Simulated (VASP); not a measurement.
Al2GaTe4:

```
Al Te Ga
1.0
     0.00000    6.00934    0.00000
     6.00934    0.00000    0.00000
     3.00467    3.00467   -6.06038
Al Te Ga
2 4 1
Direct
  0.75000 0.25000 0.50000
  0.50000 0.50000 0.00000
  0.37500 0.37500 0.75000
  0.62500 0.12500 0.25000
  0.87500 0.87500 0.75000
  0.12500 0.62500 0.25000
  0.00000 0.00000 0.00000
```

| Quantity | Value |
| --- | --- |
| Program | VASP 6.6.1 |
| Task | relaxation of cell and atoms |
| Functional | PBE |
| Potentials or basis | VASP PAW PBE potentials, release 64 (Al, Te, Ga_d) |
| Cutoff | 600 eV |
| k mesh | 5 × 5 × 5 |
| Occupations | fermi-dirac, width 0.1 eV |
| Spin | no spin polarisation |

At the start: pressure 4.7 GPa; volume 31.26 Å³/atom.

Question: How do energy, volume and symmetry change on relaxing?

Answer: Over 20 steps the energy falls by 95.2 meV/atom and the volume is 33.83 Å³/atom (+8.2 %); space group I-4 (No. 82, to 0.1 Å) before and after.

The path:
| step | energy change (eV) | largest force (eV/Å) | pressure (GPa) | volume (Å³) |
| --- | --- | --- | --- | --- |
| 1 | 0.0000 | 1.0576 | 4.71 | 218.85 |
| 2 | -0.4375 | 0.5405 | -1.10 | 249.29 |
| 3 | -0.4466 | 0.5658 | -0.49 | 245.02 |
| 4 | -0.5190 | 0.4483 | -0.37 | 243.67 |
| 5 | -0.6368 | 0.1751 | 0.23 | 239.57 |
| 6 | -0.6418 | 0.1999 | 0.44 | 238.47 |
| 7 | -0.6521 | 0.0587 | -0.47 | 243.29 |
| 8 | -0.6535 | 0.0878 | -0.22 | 242.01 |
| 9 | -0.6600 | 0.0731 | -0.15 | 240.45 |
| 10 | -0.6650 | 0.0530 | -0.01 | 238.19 |
| 11 | -0.6601 | 0.0326 | 0.29 | 233.66 |
| 12 | -0.6657 | 0.0441 | 0.08 | 236.96 |
| 13 | -0.6659 | 0.0173 | -0.16 | 237.75 |
| 14 | -0.6661 | 0.0142 | -0.03 | 237.41 |
| 15 | -0.6664 | 0.0111 | 0.00 | 237.00 |
| 16 | -0.6664 | 0.0149 | 0.02 | 236.88 |
| 17 | -0.6665 | 0.0134 | -0.03 | 237.03 |
| 18 | -0.6665 | 0.0146 | -0.04 | 237.07 |
| 19 | -0.6666 | 0.0114 | -0.01 | 236.89 |
| 20 | -0.6666 | 0.0098 | 0.00 | 236.80 |

Final structure:
```
Al Te Ga
1.0
     0.00000    6.35126    0.00000
     6.35126    0.00000    0.00000
     3.17563    3.17563   -5.87027
Al Te Ga
2 4 1
Cartesian
  3.1756 6.3513 -2.9351
  3.1756 3.1756 0.0000
  4.8967 4.8168 -4.2583
  1.6412 4.6301 -1.6119
  7.8058 7.8857 -4.2583
  4.7100 1.7211 -1.6119
  0.0000 0.0000 0.0000
```

Caveat: an odd number of electrons without spin polarisation forces a metal; a magnetic or distorted state may lie lower.
